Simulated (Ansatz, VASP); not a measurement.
## Two plane-wave programs on HfC

```
Hf C
1.0
     0.00000    2.40465    2.40465
     2.40465    0.00000    2.40465
     2.40465    2.40465    0.00000
Hf C
1 1
Direct
  0.50000 0.50000 0.50000
  0.00000 0.00000 0.00000
```

Alike in both runs: task single point; functional PBE; k mesh 16 × 16 × 16; occupations gaussian, width 0.1 eV; no spin polarisation.

|  | VASP | Ansatz |
| --- | --- | --- |
| version | VASP 6.6.1 | Ansatz 0.2.0 |
| potentials or method | VASP PAW PBE potentials, release 64 (Hf_pv, C), cutoff 520 eV | scalar-relativistic, plane waves, PAW |
| valence electrons in the cell | 14 | 30 |

```tsv
	VASP	Ansatz	Ansatz less VASP
gap on the k mesh at the Fermi level (eV)	none	none	-
pressure (GPa)	-20.0	-19.2	+0.83
```

A gap of «none» marks a metal or a gap that the smearing closes. VASP's potentials hold 14 valence electrons a cell and Ansatz's 30, so a difference there can come from the potentials and not from the codes.

Spin-orbit coupling is off throughout.
